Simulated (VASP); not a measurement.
# MgO (Periclase) (Fm-3m) in VASP: further runs

MgO (Periclase) is run at these levels: LDA, r2SCAN; tasks: single point, relaxation of cell and atoms.

Everything below comes from runs of VASP 6.6.1. Logs are shortened: lines on timing, memory, paths and dates and some standing lists are left out, and cuts for length are marked.

**Measured values to compare with.**

“Electronic structure of alkaline earth and post-transition metal oxides”, 2009, arxiv:0908.1581 quotes, for a bulk crystal of MgO: band gap 7.83 eV.

How close the calculation comes is told below.

## Step 1: The cell of the first run

The structure is cubic, space group Fm-3m (No. 225). The conventional cell has a = 4.204 Å, b = 4.204 Å, c = 4.204 Å, α = 90.00°, β = 90.00°, γ = 90.00°. Within 2.8 Å of Mg (site symmetry m-3m) lie 6 O at 2.10 Å. Within 2.8 Å of O (site symmetry m-3m) lie 6 Mg at 2.10 Å.

## Step 2: Single point, LDA

Input file INCAR:

```
PREC     = Accurate       # precision mode
ENCUT    = 520            # plane-wave cutoff, eV
EDIFF    = 1E-6           # SCF threshold, eV
ISMEAR   = 0              # smearing method
SIGMA    = 0.01           # smearing width, eV
LREAL    = False          # projectors in reciprocal space
LASPH    = True           # aspherical terms in the spheres
NELM     = 100            # most SCF steps
ALGO     = Normal         # electronic algorithm
ISIF     = 2              # what is computed and relaxed
LWAVE    = False          # write WAVECAR
LCHARG   = False          # write CHGCAR
GGA      = CA             # functional
NBANDS   = 11             # bands
```

Input file KPOINTS:

```
Automatic mesh
0
Gamma
  10 10 10
```

Input file POSCAR:

```
MgO
1.0
    0.0000000000      2.1021680189      2.1021680189
    2.1021680189      0.0000000000      2.1021680189
    2.1021680189      2.1021680189      0.0000000000
Mg O
1 1
Direct
    0.0000000000      0.0000000000      0.0000000000
    0.5000000000      0.5000000000      0.5000000000
```

Potentials or basis: VASP PAW LDA potentials, release 64 (Mg, O).

On the command line:

```bash
cat potpaw_LDA.64/Mg/POTCAR potpaw_LDA.64/O/POTCAR > POTCAR
mpirun -np 1 vasp_std > vasp.out
```

OUTCAR:

```text
PREC = Accurate
   ENCUT = 520
   EDIFF = 1E-6
   ISMEAR = 0
   LREAL = False
   LASPH = True
   NELM = 100
   ISIF = 2
   GGA = CA

 ion  position               nearest neighbor table
   1  0.000  0.000  0.000-   2 2.10   2 2.10   2 2.10   2 2.10   2 2.10   2 2.10
   2  0.500  0.500  0.500-   1 2.10   1 2.10   1 2.10   1 2.10   1 2.10   1 2.10

  LATTYP: Found a face centered cubic cell.
 ALAT       =     4.2043360378

  Lattice vectors:

 A1 = (   0.0000000000,   2.1021680189,   2.1021680189)
 A2 = (   2.1021680189,   0.0000000000,   2.1021680189)
 A3 = (   2.1021680189,   2.1021680189,   0.0000000000)

Analysis of symmetry for initial positions (statically):
=====================================================================
 Subroutine PRICEL returns:
 Original cell was already a primitive cell.

 Routine SETGRP: Setting up the symmetry group for a
 face centered cubic supercell.

 Subroutine GETGRP returns: Found 48 space group operations
 (whereof 48 operations were pure point group operations)
 out of a pool of 48 trial point group operations.

The static configuration has the point symmetry O_h .

Analysis of symmetry for dynamics (positions and initial velocities):
=====================================================================
 Subroutine PRICEL returns:
 Original cell was already a primitive cell.

 Routine SETGRP: Setting up the symmetry group for a
 face centered cubic supercell.

 Subroutine GETGRP returns: Found 48 space group operations
 (whereof 48 operations were pure point group operations)
 out of a pool of 48 trial point group operations.

The dynamic configuration has the point symmetry O_h .

 Subroutine INISYM returns: Found 48 space group operations
 (whereof 48 operations are pure point group operations),
 and found     1 'primitive' translations

----------------------------------------------------------------------------------------

                                     Primitive cell

  volume of cell :      18.5794

  direct lattice vectors                    reciprocal lattice vectors
     0.000000000  2.102168019  2.102168019    -0.237849684  0.237849684  0.237849684
     2.102168019  0.000000000  2.102168019     0.237849684 -0.237849684  0.237849684
     2.102168019  2.102168019  0.000000000     0.237849684  0.237849684 -0.237849684

  length of vectors
     2.972914523  2.972914523  2.972914523     0.411967738  0.411967738  0.411967738

  position of ions in fractional coordinates (direct lattice)
     0.000000000  0.000000000  0.000000000
     0.500000000  0.500000000  0.500000000

  ion indices of the primitive-cell ions
   primitive index   ion index
                 1           1
                 2           2

----------------------------------------------------------------------------------------

 KPOINTS: Automatic mesh

Automatic generation of k-mesh.
 Grid dimensions read from file:
 generate k-points for:   10   10   10

 Generating k-lattice:

  Cartesian coordinates                     Fractional coordinates (reciprocal lattice)
    -0.023784968  0.023784968  0.023784968     0.100000000  0.000000000  0.000000000
     0.023784968 -0.023784968  0.023784968     0.000000000  0.100000000  0.000000000
     0.023784968  0.023784968 -0.023784968     0.000000000  0.000000000  0.100000000

  Length of vectors
     0.041196774  0.041196774  0.041196774

  Shift w.r.t. Gamma in fractional coordinates (k-lattice)
     0.000000000  0.000000000  0.000000000

 Subroutine IBZKPT returns following result:
 ===========================================

 Found     47 irreducible k-points:

 Following reciprocal coordinates:
            Coordinates               Weight
  0.000000  0.000000  0.000000      1.000000
  0.100000  0.000000  0.000000      8.000000
  0.200000  0.000000  0.000000      8.000000
  0.300000  0.000000  0.000000      8.000000
  0.400000  0.000000  0.000000      8.000000
  0.500000  0.000000  0.000000      4.000000
[... 16 lines left out ...]
  0.300000  0.300000  0.000000      6.000000
  0.400000  0.300000  0.000000     24.000000
 [... further k-points ...]
   k-points           NKPTS =     47   k-points in BZ     NKDIM =     47   number of bands    NBANDS=     11
   number of dos      NEDOS =    301   number of ions     NIONS =      2
   total plane-waves  NPLWV =  13824
   dimension x,y,z NGX =    24 NGY =   24 NGZ =   24
   dimension x,y,z NGXF=    48 NGYF=   48 NGZF=   48
   ions per type =               1   1
   NGX,Y,Z   is equivalent  to a cutoff of  13.42, 13.42, 13.42 a.u.
   NGXF,Y,Z  is equivalent  to a cutoff of  26.84, 26.84, 26.84 a.u.
 SYSTEM =  unknown system
   PREC   = accura    normal or accurate (medium, high low for compatibility)
   ISTART =      0    job   : 0-new  1-cont  2-samecut
   ICHARG =      2    charge: 1-file 2-atom 10-const
   ISPIN  =      1    spin polarized calculation?
   LNONCOLLINEAR =      F non collinear calculations
   LSORBIT =      F    spin-orbit coupling
[... 56 lines left out ...]
 fundamental gap:      4.7103486770
 Fermi energy:         3.0634930391

 k-point     1 :       0.0000    0.0000    0.0000
  band No.  band energies     occupation
      1     -14.1089      2.00000
      2       2.9225      2.00000
      3       2.9225      2.00000
      4       2.9225      2.00000
      5       7.6328      0.00000
      6      18.4777      0.00000
      7      18.4777      0.00000
      8      18.4777      0.00000
      9      22.5167      0.00000
     10      24.1667      0.00000
     11      24.1667      0.00000

 k-point     2 :       0.1000    0.0000    0.0000
  band No.  band energies     occupation
      1     -13.9975      2.00000
      2       2.2616      2.00000
      3       2.8528      2.00000
      4       2.8528      2.00000
      5       8.2564      0.00000
      6      17.2505      0.00000
      7      18.7191      0.00000
      8      18.7191      0.00000
      9      23.4207      0.00000
     10      23.4207      0.00000
     11      24.1465      0.00000

 k-point     3 :       0.2000    0.0000    0.0000
  band No.  band energies     occupation
      1     -13.6906      2.00000
      2       0.9179      2.00000
      3       2.6765      2.00000
      4       2.6765      2.00000
      5       9.4321      0.00000
      6      15.7586      0.00000
      7      19.2032      0.00000
      8      19.2032      0.00000
      9      22.7234      0.00000
     10      22.7234      0.00000
     11      24.9385      0.00000

 k-point     4 :       0.3000    0.0000    0.0000
  band No.  band energies     occupation
      1     -13.2741      2.00000
      2      -0.4350      2.00000
      3       2.4695      2.00000
      4       2.4695      2.00000
      5      10.3300      0.00000
      6      15.0999      0.00000
      7      19.3115      0.00000
      8      19.3115      0.00000
      9      23.1740      0.00000
     10      23.1740      0.00000
     11      24.3129      0.00000

 k-point     5 :       0.4000    0.0000    0.0000
  band No.  band energies     occupation
      1     -12.8976      2.00000
      2      -1.4308      2.00000
      3       2.3098      2.00000
      4       2.3098      2.00000
      5      10.6516      0.00000
      6      15.2118      0.00000
      7      19.0907      0.00000
      8      19.0907      0.00000
      9      23.7596      0.00000
     10      24.4244      0.00000
     11      24.4244      0.00000
[... 211 lines left out ...]
 k-point    21 :      -0.3000    0.2000    0.0000
  band No.  band energies     occupation
      1     -12.8150      2.00000
      2      -0.8268      2.00000
      3       1.0669      2.00000
      4       2.2510      2.00000
      5      12.0874      0.00000
      6      14.6898      0.00000
      7      16.8772      0.00000
      8      19.9892      0.00000
      9      22.9574      0.00000
     10      23.7773      0.00000
     11      27.7053      0.00000

 k-point    22 :      -0.2000    0.2000    0.0000
  band No.  band energies     occupation
      1     -13.1503      2.00000
      2      -0.2315      2.00000
      3       1.5475      2.00000
      4       2.4658      2.00000
      5      11.2971      0.00000
      6      14.6428      0.00000
      7      17.7959      0.00000
      8      20.4430      0.00000
      9      21.1626      0.00000
     10      24.0336      0.00000
     11      27.4663      0.00000

 k-point    23 :       0.3000    0.3000    0.0000
  band No.  band energies     occupation
      1     -13.0598      2.00000
      2      -0.2853      2.00000
      3       1.9613      2.00000
      4       1.9613      2.00000
      5      11.6894      0.00000
      6      13.1339      0.00000
      7      17.1101      0.00000
      8      20.6186      0.00000
      9      20.6186      0.00000
     10      26.8254      0.00000
     11      30.0974      0.00000

 k-point    24 :       0.4000    0.3000    0.0000
  band No.  band energies     occupation
      1     -12.7952      2.00000
      2      -0.7246      2.00000
      3       1.5849      2.00000
      4       1.8109      2.00000
      5      12.3627      0.00000
      6      12.9034      0.00000
      7      16.3039      0.00000
      8      20.8543      0.00000
      9      21.0661      0.00000
     10      27.5611      0.00000
     11      29.7262      0.00000

 [... further k-points ...]
[... 5 lines left out ...]
  --------------------------------------------------------------------------------------
  -------------------------------------------------------------------------------------
  Total       -0.8002879     -0.8002879     -0.8002879     -0.0000000     -0.0000000      0.0000000
  in kB      -69.0119932    -69.0119932    -69.0119932     -0.0000000     -0.0000000      0.0000000
  external PRESSURE =     -69.0119932 kB  Pullay stress =       0.0000000 kB

 VOLUME and BASIS-vectors are now :
 -----------------------------------------------------------------------------
  energy-cutoff  :      520.00
  volume of cell :       18.58
      direct lattice vectors                 reciprocal lattice vectors
     0.000000000  2.102168019  2.102168019    -0.237849684  0.237849684  0.237849684
     2.102168019  0.000000000  2.102168019     0.237849684 -0.237849684  0.237849684
     2.102168019  2.102168019  0.000000000     0.237849684  0.237849684 -0.237849684

 POSITION                                       TOTAL-FORCE (eV/Angst)
 -----------------------------------------------------------------------------------
      0.00000      0.00000      0.00000        -0.000000     -0.000000      0.000000
      2.10217      2.10217      2.10217         0.000000      0.000000      0.000000
 -----------------------------------------------------------------------------------
    total drift:                               -0.000000     -0.000000      0.000000

  FREE ENERGIE OF THE ION-ELECTRON SYSTEM (eV)
  ---------------------------------------------------
  free  energy   TOTEN  =       -13.4293868892 eV

  energy  without entropy=      -13.4293868892  energy(sigma->0) =      -13.42938689
```

Wall time 4.7 s (1 thread of Intel Xeon 6975P-C (Granite Rapids), shared host); peak memory 0.13 GiB.

What came out:

```
Free energy            : -13.4294 eV
Pressure               : -6.9 GPa
Band gap on the k mesh : 4.71 eV, direct
```

Levels at points of the mesh, in eV from the valence-band top:
```csv
k point,band 2,band 3,band 4,band 5,band 6,band 7
"(0.00, 0.00, 0.00)",0.00,0.00,0.00,4.71,15.56,15.56
"(0.50, 0.00, 0.00)",-4.72,-0.67,-0.67,7.77,12.46,16.05
"(0.50, 0.50, 0.00)",-4.18,-1.38,-1.38,8.90,9.76,12.95
```

## Step 3: Single point, r2SCAN

POSCAR is that of step 2.

Input file INCAR.step1:

```
SYSTEM = MgO
ALGO = Normal
EDIFF = 1E-4
ENCUT = 520
GGA = PE
ISMEAR = -1
LASPH = .TRUE.
LCHARG = .FALSE.
LREAL = .FALSE.
LWAVE = .TRUE.
NBANDS = 11
NELM = 60
PREC = Accurate
SIGMA = 0.02
```

Input file INCAR.step2:

```
SYSTEM = MgO
ALGO = Normal
EDIFF = 1E-6
ENCUT = 520
ISIF = 2
ISMEAR = -1
ISTART = 1
LASPH = .TRUE.
LCHARG = .FALSE.
LMIXTAU = .TRUE.
LREAL = .FALSE.
LWAVE = .FALSE.
METAGGA = R2SCAN
NBANDS = 11
NELM = 60
PREC = Accurate
SIGMA = 0.02
```

Input file KPOINTS:

```
k-points
0
G
  10 10 10
  0 0 0
```

Potentials or basis: VASP PAW PBE potentials, release 64 (Mg, O).

On the command line:

```bash
cat potpaw_PBE.64/Mg/POTCAR potpaw_PBE.64/O/POTCAR > POTCAR
cp INCAR.step1 INCAR
mpirun -np 1 vasp_std > vasp.out
cp INCAR.step2 INCAR
mpirun -np 1 vasp_std > vasp.out
```

Run time: 25 s. Hardware: 1 thread of Intel Xeon 6975P-C (Granite Rapids), shared host; peak memory 0.14 GiB.

It converged, with:

- Free energy: -16.1611 eV
- Pressure: -1.1 GPa
- Band gap on the k mesh: 5.66 eV, direct

Levels at points of the mesh, in eV from the valence-band top:
```
           k point  band 1  band 2  band 3  band 4  band 5  band 6  band 7  band 8  band 9
(0.00, 0.00, 0.00)  -18.23    0.00    0.00    0.00    5.66   16.87   16.87   16.87   21.03
(0.50, 0.00, 0.00)  -16.97   -4.64   -0.68   -0.68    8.84   13.87   17.48   17.48   22.46
(0.50, 0.50, 0.00)  -16.72   -4.12   -1.38   -1.38   10.04   11.12   14.35   20.46   20.46
```

Caveat: the PAW data sets were made with another functional, which shifts forces and pressure a little.

## Step 4: Single point, r2SCAN

POSCAR is that of step 3.

Input file INCAR.step1:

```
  PREC = Accurate
  ENCUT = 520
  ISMEAR = 0
  SIGMA = 0.01
  LREAL = False
  LASPH = True
  NELM = 60
  NBANDS = 11
  GGA = PE
  ALGO = Normal
  EDIFF = 1E-4
  LWAVE = True
  LCHARG = False
```

Input file INCAR.step2:

```
  PREC = Accurate
  ENCUT = 520
  EDIFF = 1E-7
  ISMEAR = 0
  SIGMA = 0.01
  LREAL = False
  LASPH = True
  NELM = 60
  ALGO = Normal
  ISIF = 2
  LWAVE = False
  LCHARG = False
  METAGGA = R2SCAN
  LMIXTAU = True
  NBANDS = 11
  ISTART = 1
```

Input file KPOINTS:

```
regular mesh
0
Gamma
  10 10 10
```

On the command line:

```bash
cat potpaw_PBE.64/Mg/POTCAR potpaw_PBE.64/O/POTCAR > POTCAR
cp INCAR.step1 INCAR
mpirun -np 1 vasp_std > vasp.out
cp INCAR.step2 INCAR
mpirun -np 1 vasp_std > vasp.out
```

Wall time 30 s (1 thread of Intel Xeon 6975P-C (Granite Rapids), shared host); peak memory 0.14 GiB.

Results (log left out):

| Quantity | Value |
| --- | --- |
| Free energy | -16.1611 eV |
| Pressure | -1.1 GPa |
| Band gap on the k mesh | 5.66 eV, direct |

Levels at points of the mesh, in eV from the valence-band top:
| k point | band 1 | band 2 | band 3 | band 4 | band 5 | band 6 | band 7 | band 8 | band 9 |
| --- | --- | --- | --- | --- | --- | --- | --- | --- | --- |
| (0.00, 0.00, 0.00) | -18.23 | 0.00 | 0.00 | 0.00 | 5.66 | 16.87 | 16.87 | 16.87 | 21.03 |
| (0.50, 0.00, 0.00) | -16.97 | -4.64 | -0.68 | -0.68 | 8.84 | 13.87 | 17.48 | 17.48 | 22.46 |
| (0.50, 0.50, 0.00) | -16.72 | -4.12 | -1.38 | -1.38 | 10.04 | 11.12 | 14.35 | 20.46 | 20.46 |

Caveat: the PAW data sets were made with another functional, which shifts forces and pressure a little.

## Step 5: Relaxation of cell and atoms, r2SCAN

This run uses another cell than the first one, of 9.62 Å³/atom, 1.036 times its volume.

Input file POSCAR:

```
MgO
1.0
    0.0000000000      2.1268522609      2.1268522609
    2.1268522609      0.0000000000      2.1268522609
    2.1268522609      2.1268522609      0.0000000000
Mg O
1 1
Direct
    0.0000000000      0.0000000000      0.0000000000
    0.5000000000      0.5000000000      0.5000000000
```

Input file INCAR.step1:

```
SYSTEM = MgO
PREC = Accurate ; ENCUT = 600
ISMEAR = -1 ; SIGMA = 0.02
LREAL = .FALSE. ; LASPH = .TRUE.
NELM = 60 ; GGA = PE
ALGO = Normal ; EDIFF = 1E-4
LWAVE = .TRUE. ; LCHARG = .FALSE.
```

Input file INCAR.step2:

```
SYSTEM = MgO
PREC = Accurate ; ENCUT = 600
EDIFF = 1E-7 ; ISMEAR = -1
SIGMA = 0.02 ; LREAL = .FALSE.
LASPH = .TRUE. ; NELM = 60
ALGO = Normal ; ISIF = 3
LWAVE = .FALSE. ; LCHARG = .FALSE.
METAGGA = R2SCAN ; LMIXTAU = .TRUE.
IBRION = 2 ; NSW = 80
EDIFFG = -0.005 ; ISTART = 1
```

Input file KPOINTS:

```
Automatic mesh
0
G
  10 10 10
  0 0 0
```

On the command line:

```bash
cat potpaw_PBE.64/Mg/POTCAR potpaw_PBE.64/O/POTCAR > POTCAR
cp INCAR.step1 INCAR
mpirun -np 1 vasp_std > vasp.out
cp INCAR.step2 INCAR
mpirun -np 1 vasp_std > vasp.out
```

Run time: 62 s. Hardware: 1 thread of Intel Xeon 6975P-C (Granite Rapids), shared host; peak memory 0.15 GiB.

Results (log left out):

| Property | Result |
| --- | --- |
| Free energy | -16.1673 eV |
| Relaxed volume | 9.21 Å³/atom |
| Relaxed cell | a = 2.965 Å, b = 2.965 Å, c = 2.965 Å, α = 60.00°, β = 60.00°, γ = 60.00° |
| Space group after relaxing (to 0.05 Å) | Fm-3m (No. 225) |
| Energy gained by relaxing | 9.0 meV/atom |
| Ionic steps | 3 |
| Pressure after relaxing | 0.0 GPa |
| Band gap on the k mesh | 5.75 eV, direct |

The path:
| step | energy change (eV) | largest force (eV/Å) | pressure (GPa) | volume (Å³) |
| --- | --- | --- | --- | --- |
| 1 | 0.0000 | 0.0000 | -6.76 | 19.24 |
| 2 | -0.0154 | 0.0000 | 2.83 | 18.13 |
| 3 | -0.0179 | 0.0000 | 0.01 | 18.42 |

Final structure:
```
Mg O
1.0
     0.00000    2.09631    2.09631
     2.09631    0.00000    2.09631
     2.09631    2.09631    0.00000
Mg O
1 1
Direct
  0.00000 0.00000 0.00000
  0.50000 0.50000 0.50000
```

Levels at points of the mesh, in eV from the valence-band top:
```
           k point  band 1  band 2  band 3  band 4  band 5  band 6  band 7  band 8
(0.00, 0.00, 0.00)  -18.27    0.00    0.00    0.00    5.75   16.92   16.92   16.92
(0.50, 0.00, 0.00)  -16.99   -4.67   -0.69   -0.69    8.90   13.97   17.57   17.57
(0.50, 0.50, 0.00)  -16.73   -4.16   -1.39   -1.39   10.06   11.22   14.45   20.59
```

Caveat: the PAW data sets were made with another functional, which shifts forces and pressure a little.

## Step 6: The runs side by side

| task | level | potentials or basis | cell | cutoff (eV) | smearing | gap on the mesh (eV) | pressure (GPa) |
| --- | --- | --- | --- | --- | --- | --- | --- |
| single point | LDA | VASP PAW LDA potentials, release 64 (Mg, O) | a = 2.973 Å, angles 60.0°, 2 atoms | 520 | gaussian 0.01 eV | 4.71 | -6.9 |
| single point | r2SCAN | VASP PAW PBE potentials, release 64 (Mg, O) | a = 2.973 Å, angles 60.0°, 2 atoms | 520 | fermi-dirac 0.02 eV | 5.66 | -1.1 |
| single point | r2SCAN | VASP PAW PBE potentials, release 64 (Mg, O) | a = 2.973 Å, angles 60.0°, 2 atoms | 520 | gaussian 0.01 eV | 5.66 | -1.1 |
| relaxation of cell and atoms | r2SCAN | VASP PAW PBE potentials, release 64 (Mg, O) | relaxed from a = 3.008 Å, angles 60.0°, 2 atoms | 600 | fermi-dirac 0.02 eV | 5.75 | 0.0 |

Alike in all rows: no spin polarisation; k mesh 10 × 10 × 10.

Caveats: the PAW data sets were made with another functional, which shifts forces and pressure a little (some runs).

Total energies depend on the potentials used, so only differences within one code and one set of settings carry meaning.

## Step 7: Comparison with measurements

Step 3. Measured gap of MgO: 7.83 eV (quoted in “Electronic structure of alkaline earth and post-transition metal oxides”, 2009, arxiv:0908.1581). This calculation gives 5.66 eV (-2.17 eV). The value is that of r2SCAN, without temperature or zero-point motion.

Step 4. A measured gap of MgO is 7.83 eV (quoted in “Electronic structure of alkaline earth and post-transition metal oxides”, 2009, arxiv:0908.1581); the calculated 5.66 eV misses it by -2.17 eV. The value is that of r2SCAN, without temperature or zero-point motion.
